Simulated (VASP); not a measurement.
# Ti4B (P-43m) in VASP: further runs

The runs below take Ti4B through relaxation of cell and atoms, single point, with PBE.

Program: VASP 6.6.1. These are calculated values, not measurements. Logs are shortened: lines on timing, memory, paths and dates and some standing lists are left out, and cuts for length are marked.

## Step 1: The cell of the first run

The structure is cubic, space group P-43m (No. 215). The conventional cell has a = 4.135 Å, b = 4.135 Å, c = 4.135 Å, α = 90.00°, β = 90.00°, γ = 90.00°. Within 2.4 Å of Ti (site symmetry 3m) lie 1 B at 1.79 Å. B (site symmetry -43m) has 4 Ti at 1.79 Å within 2.4 Å.

The cell was generated, and may not be a known phase.

## Step 2: Relaxation of cell and atoms, PBE

Input file INCAR:

```
SYSTEM = Ti4B
PREC = Accurate
ENCUT = 600
EDIFF = 1E-7
ISMEAR = 0
SIGMA = 0.1
LREAL = .False.
LASPH = .True.
NELM = 60
ALGO = Normal
ISIF = 3
LWAVE = .False.
LCHARG = .False.
GGA = PE
IBRION = 2
NSW = 90
EDIFFG = -0.04
```

Input file KPOINTS:

```
regular mesh
0
Gamma
  4 4 4
  0 0 0
```

Input file POSCAR:

```
Ti4B
1.0
    4.1352203200      0.0000000000      0.0000000000
    0.0000000000      4.1352203200      0.0000000000
    0.0000000000      0.0000000000      4.1352203200
Ti B
4 1
Direct
    0.2500000000      0.2500000000      0.2500000000
    0.7500000000      0.7500000000      0.2500000000
    0.2500000000      0.7500000000      0.7500000000
    0.7500000000      0.2500000000      0.7500000000
    0.0000000000      0.0000000000      0.0000000000
```

Potentials or basis: VASP PAW PBE potentials, release 64 (Ti_sv, B).

Started as:

```sh
$ cat potpaw_PBE.64/Ti_sv/POTCAR potpaw_PBE.64/B/POTCAR > POTCAR
$ mpirun -np 1 vasp_std > vasp.out
```

OUTCAR:

```text
SYSTEM = Ti4B
   PREC = Accurate
   ENCUT = 600
   EDIFF = 1E-7
   ISMEAR = 0
   LREAL = .False.
   LASPH = .True.
   NELM = 60
   ISIF = 3
   GGA = PE
   IBRION = 2
   NSW = 90
   EDIFFG = -0.04

 ion  position               nearest neighbor table
   1  0.250  0.250  0.250-   5 1.79
   2  0.750  0.750  0.250-   5 1.79
   3  0.250  0.750  0.750-   5 1.79
   4  0.750  0.250  0.750-   5 1.79
   5  0.000  0.000  0.000-   1 1.79   2 1.79   3 1.79   4 1.79

  LATTYP: Found a simple cubic cell.
 ALAT       =     4.1352203200

  Lattice vectors:

 A1 = (   4.1352203200,   0.0000000000,   0.0000000000)
 A2 = (   0.0000000000,   4.1352203200,   0.0000000000)
 A3 = (   0.0000000000,   0.0000000000,   4.1352203200)

Analysis of symmetry for initial positions (statically):
=====================================================================
 Subroutine PRICEL returns:
 Original cell was already a primitive cell.

 Routine SETGRP: Setting up the symmetry group for a
 simple cubic supercell.

 Subroutine GETGRP returns: Found 24 space group operations
 (whereof 24 operations were pure point group operations)
 out of a pool of 48 trial point group operations.

The static configuration has the point symmetry T_d .

Analysis of symmetry for dynamics (positions and initial velocities):
=====================================================================
 Subroutine PRICEL returns:
 Original cell was already a primitive cell.

 Routine SETGRP: Setting up the symmetry group for a
 simple cubic supercell.

 Subroutine GETGRP returns: Found 24 space group operations
 (whereof 24 operations were pure point group operations)
 out of a pool of 48 trial point group operations.

The dynamic configuration has the point symmetry T_d .

 Subroutine INISYM returns: Found 24 space group operations
 (whereof 24 operations are pure point group operations),
 and found     1 'primitive' translations

----------------------------------------------------------------------------------------

                                     Primitive cell

  volume of cell :      70.7125

  direct lattice vectors                    reciprocal lattice vectors
     4.135220320  0.000000000  0.000000000     0.241825084  0.000000000  0.000000000
     0.000000000  4.135220320  0.000000000     0.000000000  0.241825084  0.000000000
     0.000000000  0.000000000  4.135220320     0.000000000  0.000000000  0.241825084

  length of vectors
     4.135220320  4.135220320  4.135220320     0.241825084  0.241825084  0.241825084

  position of ions in fractional coordinates (direct lattice)
     0.250000000  0.250000000  0.250000000
     0.750000000  0.750000000  0.250000000
     0.250000000  0.750000000  0.750000000
     0.750000000  0.250000000  0.750000000
     0.000000000  0.000000000  0.000000000

  ion indices of the primitive-cell ions
   primitive index   ion index
                 1           1
                 2           2
                 3           3
                 4           4
                 5           5

----------------------------------------------------------------------------------------

 KPOINTS: regular mesh

Automatic generation of k-mesh.
 Grid dimensions read from file:
 generate k-points for:    4    4    4

 Generating k-lattice:

  Cartesian coordinates                     Fractional coordinates (reciprocal lattice)
     0.060456271  0.000000000  0.000000000     0.250000000  0.000000000  0.000000000
     0.000000000  0.060456271  0.000000000     0.000000000  0.250000000  0.000000000
     0.000000000  0.000000000  0.060456271     0.000000000  0.000000000  0.250000000

  Length of vectors
     0.060456271  0.060456271  0.060456271

  Shift w.r.t. Gamma in fractional coordinates (k-lattice)
     0.000000000  0.000000000  0.000000000

 Subroutine IBZKPT returns following result:
 ===========================================

 Found     10 irreducible k-points:

 Following reciprocal coordinates:
            Coordinates               Weight
  0.000000  0.000000  0.000000      1.000000
  0.250000  0.000000  0.000000      6.000000
  0.500000  0.000000  0.000000      3.000000
  0.250000  0.250000  0.000000     12.000000
  0.500000  0.250000  0.000000     12.000000
  0.500000  0.500000  0.000000      3.000000
  0.250000  0.250000  0.250000      8.000000
  0.500000  0.250000  0.250000     12.000000
  0.500000  0.500000  0.250000      6.000000
  0.500000  0.500000  0.500000      1.000000
   k-points           NKPTS =     10   k-points in BZ     NKDIM =     10   number of bands    NBANDS=     30
   number of dos      NEDOS =    301   number of ions     NIONS =      5
   total plane-waves  NPLWV =  46656
   dimension x,y,z NGX =    36 NGY =   36 NGZ =   36
   dimension x,y,z NGXF=    72 NGYF=   72 NGZF=   72
   ions per type =               4   1
   NGX,Y,Z   is equivalent  to a cutoff of  14.47, 14.47, 14.47 a.u.
   NGXF,Y,Z  is equivalent  to a cutoff of  28.95, 28.95, 28.95 a.u.
 SYSTEM =  Ti4B
   PREC   = accura    normal or accurate (medium, high low for compatibility)
   ISTART =      0    job   : 0-new  1-cont  2-samecut
   ICHARG =      2    charge: 1-file 2-atom 10-const
   ISPIN  =      1    spin polarized calculation?
   LNONCOLLINEAR =      F non collinear calculations
   LSORBIT =      F    spin-orbit coupling
   LASPH  =      T    aspherical Exc in radial PAW
   ENCUT  =  600.0 eV  44.10 Ry    6.64 a.u.   8.26  8.26  8.26*2*pi/ulx,y,z
   NELM   =     60;   NELMIN=  2; NELMDL= -5     # of ELM steps
   EDIFF  = 0.1E-06   stopping-criterion for ELM
   LREAL  =      F    real-space projection
   EDIFFG = -.4E-01   stopping-criterion for IOM
   NSW    =     90    number of steps for IOM
   IBRION =      2    ionic relax: 0-MD 1-quasi-New 2-CG
   NFREE  =      1    steps in history (QN), initial steepest desc. (CG)
   ISIF   =      3    stress and relaxation
   ISYM   =      2    0-nonsym 1-usesym 2-fastsym
   POTIM  = 0.5000    time-step for ionic-motion
   TEBEG  =    0.0;   TEEND  =   0.0 temperature during run
   PSTRESS=    0.0 pullay stress
   NELECT =      51.0000    total number of electrons
   NUPDOWN=      -1.0000    fix difference up-down
   EMIN   =  10.00;   EMAX   =-10.00  energy-range for DOS
   EFERMI =   0.00;   METHOD = LEGACY
   ISMEAR =     0;   SIGMA  =   0.10  broadening in eV -4-tet -1-fermi 0-gaus
   EFERMI_NEDOS =   21; number of points for ismear=-14 and -15
   IALGO  =     38    algorithm
   IMIX   =      4    mixing-type and parameters
     AMIX     =   0.40;   BMIX     =  1.00
     AMIX_MAG =   1.60;   BMIX_MAG =  1.00
  volume/ion in A,a.u.               =      14.14        95.44
  Fermi-wavevector in a.u.,A,eV,Ry     =   1.468136  2.774374 29.326308  2.155423
  Thomas-Fermi vector in A             =   2.583670
   LORBIT       =      0    0 simple, 1 ext, 2 COOP (PROOUT), +10 PAW based schemes
   GGA     = PE    functional components
   LHFCALC =     F    Hartree Fock is set to
   AEXX    =    0.0000 exact exchange contribution
   IVDW    =     0    specifies the selected vdW correction
   LEPSILON=     F    determine dielectric tensor
   LRPA    =     F    only Hartree local field effects (RPA)
 conjugate gradient relaxation of ions
 non-spin polarized calculation
 Gauss-broadening in eV      SIGMA  =   0.10
  energy-cutoff  :      600.00
  volume of cell :       70.71
 maximum number of plane-waves:      2383
 NGX is ok and might be reduce to    36
   NGX = 17   NGY = 17   NGZ = 17

--------------------------------------- Ionic step        1  -------------------------------------------

 number of electron      51.0000008 magnetization

 Free energy of the ion-electron system (eV)
  ---------------------------------------------------
  ext. energy  EPLUGINS =         0.00000000
  ---------------------------------------------------
  free energy    TOTEN  =       -33.12257311 eV

  energy without entropy =      -33.07186480  energy(sigma->0) =      -33.09721896

------------------------ aborting loop because EDIFF is reached ----------------------------------------

  FORCE on cell =-STRESS in cart. coord.  units (eV):
  Direction    XX          YY          ZZ          XY          YZ          ZX
  --------------------------------------------------------------------------------------
  -------------------------------------------------------------------------------------
  Total       15.8745220     15.8745220     15.8745220     -0.0000000      0.0000000     -0.0000000
  in kB      359.6791646    359.6791646    359.6791646     -0.0000000      0.0000000     -0.0000000
  external PRESSURE =     359.6791646 kB  Pullay stress =       0.0000000 kB
[... 24 lines left out ...]
  energy  without entropy=      -33.0718647998  energy(sigma->0) =      -33.09721896

--------------------------------------- Ionic step        2  -------------------------------------------

 number of electron      51.0000039 magnetization

 E-fermi :   4.9017     XC(G=0):  -9.9304

 val. band max:        4.8760624996   @ k =   0.5000   0.5000   0.0000
 cond. band min:       4.9335325138   @ k =   0.2500   0.2500   0.0000
 fundamental gap:      0.0574700142
 Fermi energy:         4.9016521477

 k-point     1 :       0.0000    0.0000    0.0000
  band No.  band energies     occupation
      1     -52.3796      2.00000
      2     -52.3274      2.00000
      3     -52.3274      2.00000
      4     -52.3274      2.00000
      5     -28.6967      2.00000
      6     -28.6902      2.00000
[... 550 lines left out ...]
  energy  without entropy=      -35.6488327543  energy(sigma->0) =      -35.67800947

--------------------------------------- Ionic step        8  -------------------------------------------

 number of electron      51.0000000 magnetization

 Free energy of the ion-electron system (eV)
  ---------------------------------------------------
  ext. energy  EPLUGINS =         0.00000000
  ---------------------------------------------------
  free energy    TOTEN  =       -35.70778287 eV

  energy without entropy =      -35.64890771  energy(sigma->0) =      -35.67834529

 E-fermi :   7.0715     XC(G=0): -11.0034

 val. band max:        7.0675363068   @ k =   0.2500   0.2500   0.2500
 cond. band min:       7.0860518338   @ k =   0.5000   0.0000   0.0000
 fundamental gap:      0.0185155270
 Fermi energy:         7.0715081814

 k-point     1 :       0.0000    0.0000    0.0000
  band No.  band energies     occupation
      1     -49.8400      2.00000
      2     -49.7493      2.00000
      3     -49.7493      2.00000
      4     -49.7493      2.00000
      5     -26.2629      2.00000
      6     -26.2432      2.00000
[... 351 lines left out ...]
  FREE ENERGIE OF THE ION-ELECTRON SYSTEM (eV)
  ---------------------------------------------------
  free  energy   TOTEN  =       -35.7077828723 eV

  energy  without entropy=      -35.6489077114  energy(sigma->0) =      -35.67834529

 reached required accuracy - stopping structural energy minimisation
```

It took 8.1 min on 1 thread of Intel Xeon 8259CL, shared host; peak memory 0.22 GiB.

What came out:

* Free energy: -35.7078 eV
* Relaxed volume: 16.94 Å³/atom
* Relaxed cell: a = 4.392 Å, b = 4.392 Å, c = 4.392 Å, α = 90.00°, β = 90.00°, γ = 90.00°
* Space group after relaxing (to 0.1 Å): P-43m (No. 215)
* Energy gained by relaxing: 517.0 meV/atom
* Ionic steps: 8
* Pressure after relaxing: -0.1 GPa
* Band gap on the k mesh: zero (an odd number of electrons rules out a gap without spin polarisation)

Step by step:
| step | energy change (eV) | largest force (eV/Å) | pressure (GPa) | volume (Å³) |
| --- | --- | --- | --- | --- |
| 1 | 0.0000 | 5.2697 | 35.97 | 70.71 |
| 2 | -0.7309 | 1.0348 | -15.85 | 108.44 |
| 3 | -2.5638 | 0.0273 | -2.62 | 87.11 |
| 4 | -2.5730 | 0.1471 | -1.67 | 86.29 |
| 5 | -2.5747 | 0.2367 | -0.93 | 85.70 |
| 6 | -2.5842 | 0.0944 | 0.11 | 84.63 |
| 7 | -2.5846 | 0.0583 | 0.37 | 84.37 |
| 8 | -2.5852 | 0.0168 | -0.09 | 84.69 |

Final structure:
```
Ti B
1.0
     4.39152    0.00000    0.00000
     0.00000    4.39152    0.00000
     0.00000    0.00000    4.39152
Ti B
4 1
Direct
  0.27009 0.27009 0.27009
  0.72991 0.72991 0.27009
  0.27009 0.72991 0.72991
  0.72991 0.27009 0.72991
  0.00000 0.00000 0.00000
```

Caveat: the k points lie up to 0.36 Å⁻¹ apart in the final cell, too coarse for converged energies and pressures of a metal; the volume moved by over 15 % at a fixed basis, so the end points are rough.

## Step 3: Single point, PBE

This run uses another cell than the first one, of 16.94 Å³/atom.

Input file INCAR:

```
  PREC = Accurate
  ENCUT = 520
  EDIFF = 1E-6
  ISMEAR = 0
  SIGMA = 0.1
  LREAL = F
  LASPH = T
  NELM = 60
  ALGO = Normal
  ISIF = 2
  LWAVE = F
  LCHARG = F
  GGA = PE
  NBANDS = 34
```

Input file KPOINTS:

```
regular mesh
0
Gamma
  8 8 8
```

Input file POSCAR:

```
Ti4B
1.0
    4.3918784752      0.0000000000      0.0000000000
    0.0000000000      4.3918784752      0.0000000000
    0.0000000000      0.0000000000      4.3918784752
Ti B
4 1
Direct
    0.2698998820      0.2698998820      0.2698998820
    0.7301001180      0.7301001180      0.2698998820
    0.2698998820      0.7301001180      0.7301001180
    0.7301001180      0.2698998820      0.7301001180
    0.0000000000      0.0000000000      0.0000000000
```

Potentials or basis: VASP PAW PBE potentials, release 64 (Ti_sv, B).

Started as:

```sh
$ cat potpaw_PBE.64/Ti_sv/POTCAR potpaw_PBE.64/B/POTCAR > POTCAR
$ mpirun -np 1 vasp_std > vasp.out
```

It took 3.5 min on 1 thread of Intel Xeon 8259CL, shared host; peak memory 0.24 GiB.

Results (log left out):

```yaml
Free_energy: -35.7160 eV
Pressure: -0.1 GPa
Largest_force: 0.031 eV/Å
Band_gap_on_the_k_mesh: zero (an odd number of electrons rules out a gap without spin polarisation)
```

Forces in eV/Å, atoms in the order of the input:
```
Ti   0.018  0.018  0.018
Ti  -0.018 -0.018  0.018
Ti   0.018 -0.018 -0.018
Ti  -0.018  0.018 -0.018
B    0.000  0.000  0.000
```

Levels at points of the mesh, in eV from the Fermi level:
```csv
k point,band 23,band 24,band 25,band 26,band 27,band 28,band 29,band 30
"(0.00, 0.00, 0.00)",-1.34,-0.06,-0.06,-0.06,-0.03,1.26,1.26,2.16
"(0.50, 0.00, 0.00)",-0.64,-0.51,-0.34,-0.30,0.03,0.03,0.23,1.25
"(0.50, 0.50, 0.00)",-1.00,-0.73,-0.37,-0.14,0.19,0.19,0.80,0.80
"(0.50, 0.50, 0.50)",-1.38,-0.91,0.51,0.51,0.51,0.53,0.53,0.75
```

The gap in the log of VASP goes by the Fermi energy; the results here count the filled bands.